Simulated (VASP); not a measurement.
# ZnSe (P4/nmm) in VASP: further runs, part 2 of 2

VASP 6.6.1. The steps go on from the part before.

**3. Single point, LDA (atoms shifted along a free coordinate)**

INCAR reads:

```
SYSTEM = ZnSe
ALGO     = Normal         ! electronic algorithm
EDIFF    = 1E-7           ! SCF threshold, eV
ENCUT    = 520            ! plane-wave cutoff, eV
GGA      = CA             ! functional
ISIF     = 2              ! what is computed and relaxed
ISMEAR   = 0              ! smearing method
LASPH    = .True.         ! aspherical terms in the spheres
LCHARG   = .True.         ! write CHGCAR
LELF     = .True.         ! ELF
LREAL    = .False.        ! projectors in reciprocal space
LVHAR    = .True.       
LWAVE    = .False.        ! write WAVECAR
NBANDS   = 26             ! bands
NELM     = 60             ! most SCF steps
PREC     = Accurate       ! precision mode
SIGMA    = 0.05           ! smearing width, eV
```

KPOINTS reads:

```
k-points
0
Gamma
  8 8 6
  0 0 0
```

POSCAR reads:

```
ZnSe
1.0
    4.1605590088      0.0000000000      0.0000000000
    0.0000000000      4.1605590088      0.0000000000
    0.0000000000      0.0000000000      5.4910814719
Zn Se
2 2
Direct
    0.0000000000      0.0000000000      0.0000000000
    0.5000000000      0.5000000000      0.0000000000
    0.0000000000      0.5000000000      0.2608314992
    0.5000000000      0.0000000000      0.7391685008
```

Potentials or basis: VASP PAW LDA potentials, release 64 (Zn, Se).

Run with:

```
cat potpaw_LDA.64/Zn/POTCAR potpaw_LDA.64/Se/POTCAR > POTCAR
mpirun -np 1 vasp_std > vasp.out
```

It took 2.8 min on 1 thread of Intel Xeon 8259CL, shared host; peak memory 0.25 GiB.

It converged, with:

| Property | Result |
| --- | --- |
| Free energy | -13.8982 eV |
| Pressure | -4.0 GPa |
| Largest force | 0.242 eV/Å |
| Band gap on the k mesh | 1.22 eV |

Forces in eV/Å, atoms in the order of the input:
```
Zn   0.000  0.000  0.000
Zn   0.000  0.000  0.000
Se   0.000  0.000 -0.242
Se   0.000  0.000  0.242
```

Stress tensor (GPa, compression positive):
```
-4.78  0.00  0.00
 0.00 -4.78  0.00
 0.00  0.00 -2.46
```

Levels at points of the mesh, in eV from the valence-band top:
```tsv
k point	band 16	band 17	band 18	band 19	band 20	band 21
(0.00, 0.00, 0.00)	-0.18	-0.18	0.00	1.22	1.48	2.49
(0.50, 0.00, 0.00)	-1.84	-1.18	-1.18	3.15	3.15	5.59
(0.50, 0.50, 0.00)	-2.26	-2.01	-2.01	2.97	2.97	3.30
(0.00, 0.00, 0.50)	-1.42	-0.72	-0.72	1.43	3.26	3.83
(0.50, 0.00, 0.50)	-1.12	-0.68	-0.68	2.10	2.10	5.62
(0.50, 0.50, 0.50)	-2.85	-2.71	-2.71	4.94	4.94	5.11
```

Caveat: the cell differs from its parent crystal (atoms shifted along a free coordinate); the cell stands under tension. A k mesh can miss the band edges.

**4. Single point, LDA (atoms shifted along a free coordinate)**

INCAR reads:

```
PREC = Accurate ; ENCUT = 520
EDIFF = 1E-7 ; ISMEAR = 0
SIGMA = 0.05 ; LREAL = F
LASPH = T ; NELM = 100
ALGO = Normal ; ISIF = 2
LWAVE = F ; LCHARG = F
GGA = CA ; NBANDS = 26
```

KPOINTS reads:

```
regular mesh
0
Gamma
  8 8 6
```

Changes to POSCAR since step 3:

```diff
@@ -10,3 +10,3 @@
     0.5000000000      0.5000000000      0.0000000000
-    0.0000000000      0.5000000000      0.2608314992
-    0.5000000000      0.0000000000      0.7391685008
+    0.0000000000      0.5000000000      0.3361676647
+    0.5000000000      0.0000000000      0.6638323353
```

Potentials or basis: VASP PAW LDA potentials, release 64 (Zn, Se).

Run with:

```
cat potpaw_LDA.64/Zn/POTCAR potpaw_LDA.64/Se/POTCAR > POTCAR
mpirun -np 1 vasp_std > vasp.out
```

OUTCAR:

```text
PREC = Accurate
   ENCUT = 520
   EDIFF = 1E-7
   ISMEAR = 0
   LREAL = F
   LASPH = T
   NELM = 100
   ISIF = 2
   GGA = CA

 ion  position               nearest neighbor table
   1  0.000  0.000  0.000-   3 2.78   4 2.78   3 2.78   4 2.78   2 2.94   2 2.94   2 2.94   2 2.94

   2  0.500  0.500  0.000-   3 2.78   4 2.78   4 2.78   3 2.78   1 2.94   1 2.94   1 2.94   1 2.94

   3  0.000  0.500  0.336-   1 2.78   2 2.78   1 2.78   2 2.78
[... 900 lines left out ...]
  FORCE on cell =-STRESS in cart. coord.  units (eV):
  Direction    XX          YY          ZZ          XY          YZ          ZX
  --------------------------------------------------------------------------------------
  -------------------------------------------------------------------------------------
  Total       -5.5422104     -5.5422104    -10.1587755      0.0000000     -0.0000000      0.0000000
  in kB      -93.4183801    -93.4183801   -171.2342702      0.0000000     -0.0000000      0.0000000
  external PRESSURE =    -119.3570101 kB  Pullay stress =       0.0000000 kB

 VOLUME and BASIS-vectors are now :
 -----------------------------------------------------------------------------
  energy-cutoff  :      520.00
  volume of cell :       95.05
      direct lattice vectors                 reciprocal lattice vectors
     4.160559009  0.000000000  0.000000000     0.240352318  0.000000000  0.000000000
     0.000000000  4.160559009  0.000000000     0.000000000  0.240352318  0.000000000
     0.000000000  0.000000000  5.491081472     0.000000000  0.000000000  0.182113488

 POSITION                                       TOTAL-FORCE (eV/Angst)
 -----------------------------------------------------------------------------------
      0.00000      0.00000      0.00000        -0.000000      0.000000     -0.000000
      2.08028      2.08028      0.00000         0.000000     -0.000000     -0.000000
      0.00000      2.08028      1.84592        -0.000000      0.000000     -2.801630
      2.08028      0.00000      3.64516         0.000000      0.000000      2.801630
 -----------------------------------------------------------------------------------
    total drift:                                0.000000     -0.000000     -0.000000

  FREE ENERGIE OF THE ION-ELECTRON SYSTEM (eV)
  ---------------------------------------------------
  free  energy   TOTEN  =       -12.4917212070 eV

  energy  without entropy=      -12.4917170364  energy(sigma->0) =      -12.49171912
```

stdout:

```text
POSCAR found type information on POSCAR ZnSe
 POSCAR found :  2 types and       4 ions
 scaLAPACK will be used
 LDA part: xc-table for (Slater(with rela. corr.)+CA(PZ))
 , standard interpolation
 POSCAR, INCAR and KPOINTS ok, starting setup
 FFT: planning ... GRIDC
 FFT: planning ... GRID_SOFT
 FFT: planning ... GRID
 WAVECAR not read
 entering main loop
```

It took 2.3 min on 1 thread of Intel Xeon 8259CL, shared host; peak memory 0.25 GiB.

What came out:

```yaml
Free_energy: -12.4917 eV
Pressure: -11.9 GPa
Largest_force: 2.802 eV/Å
Band_gap_on_the_k_mesh: 0.20 eV
```

Forces in eV/Å, atoms in the order of the input:
```
Zn   0.000  0.000  0.000
Zn   0.000  0.000  0.000
Se   0.000  0.000 -2.802
Se   0.000  0.000  2.802
```

Caveat: the cell differs from its parent crystal (atoms shifted along a free coordinate); the cell stands under tension; forces of over 1 eV/Å act on the atoms, so gaps and moduli don't describe the material at rest. A k mesh can miss the band edges.

**5. The runs side by side**

| cell | gap on the mesh (eV) | pressure (GPa) | largest force (eV/Å) |
| --- | --- | --- | --- |
| as given, atomic positions A | 0.73 | 3.5 | 1.54 |
| as given, atomic positions B | 1.22 | -4.0 | 0.24 |
| as given, atomic positions C | 0.20 | -11.9 | 2.80 |

Alike in all rows: task single point; level LDA; potentials or basis VASP PAW LDA potentials, release 64 (Zn, Se); no spin polarisation; k mesh 8 × 8 × 6; cutoff (eV) 520; smearing gaussian 0.05 eV.

Caveats: forces of over 1 eV/Å act on the atoms, so gaps and moduli don't describe the material at rest (at least some runs); the cell stands under tension (at least some runs); the cell stands under pressure (at least some runs).

Total energies depend on the potentials used, so only differences within one code and one set of settings carry meaning.
